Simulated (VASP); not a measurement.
SnO2: single point with PBE+D3(BJ)

Crystal: SnO2.

```xyz
12
Lattice="3.2373 1.8691 4.2908 -3.2373 1.8691 4.2908 0.0000 -3.7382 4.2908" Properties=species:S:1:pos:R:3 pbc="T T T"
Sn   -0.0234   -0.0135   11.1319
Sn   -0.0233   -1.8825    6.8412
Sn   -1.6419    0.9211    6.8412
Sn    1.5953    0.9211    6.8411
O    -1.5321   -0.8846    5.8504
O     1.7051   -0.8845    5.8508
O     0.0866    1.9189    5.8508
O     0.0863    0.0498    7.8317
O     0.0865    0.0499    1.5600
O     0.0866   -1.8192    3.5407
O    -1.5321    0.9846    3.5407
O     1.7052    0.9845    3.5408
```

This cell differs from its parent crystal: atoms displaced along a vibrational mode.

```yaml
Program: VASP 6.6.1
Task: single point
Functional: PBE
Dispersion: D3(BJ)
Potentials_or_basis: VASP PAW PBE potentials, release 64 (Sn_d, O)
Cutoff: 520 eV
k_mesh: 6 × 6 × 6
Occupations: gaussian, width 0.05 eV
Spin: no spin polarisation
```

| Quantity | Value |
| --- | --- |
| Pressure | 2.6 GPa |
| Largest force | 1.915 eV/Å |
| Band gap on the k mesh | 1.53 eV |
| Dispersion energy per atom | -0.201 eV |

Forces on the atoms (eV/Å):
```
Sn   1.657  0.957 -0.062
Sn   1.650  0.956 -0.065
Sn   1.652  0.951 -0.065
Sn   1.654  0.955 -0.058
O   -0.623 -0.360 -0.217
O   -0.624 -0.362 -0.221
O   -0.625 -0.359 -0.221
O   -1.026 -0.592  0.281
O   -0.623 -0.360 -0.221
O   -1.032 -0.596  0.283
O   -1.032 -0.596  0.283
O   -1.029 -0.594  0.282
```

Stress tensor (GPa, compression positive):
```
 3.39  0.82 -1.64
 0.82  2.44 -0.95
-1.64 -0.95  1.87
```

Levels at points of the mesh, in eV from the valence-band top:
| k point | band 50 | band 51 | band 52 | band 53 | band 54 | band 55 |
| --- | --- | --- | --- | --- | --- | --- |
| (0.00, 0.00, 0.00) | -0.08 | -0.06 | 0.00 | 1.53 | 4.72 | 4.72 |
| (0.50, 0.00, 0.00) | -0.40 | -0.09 | -0.09 | 4.05 | 4.05 | 5.48 |
| (0.00, 0.50, 0.00) | -0.41 | -0.09 | -0.09 | 4.02 | 4.02 | 5.51 |
| (0.50, 0.50, 0.00) | -0.58 | -0.18 | -0.18 | 4.43 | 4.43 | 5.51 |
| (0.00, 0.50, 0.50) | -0.58 | -0.19 | -0.19 | 4.44 | 4.44 | 5.48 |
| (0.50, 0.50, 0.50) | -0.97 | -0.96 | -0.96 | 3.44 | 5.23 | 5.23 |

Run time: 16 min on 1 thread of Oxide Virtual Turin-like Processor, with other jobs on the host, peak memory 0.54 GiB.

Caveat: the cell differs from its parent crystal (atoms displaced along a vibrational mode); spin-orbit coupling is left out, which moves the levels of the heavy elements; forces of over 1 eV/Å act on the atoms, so gaps and moduli don't describe the material at rest.
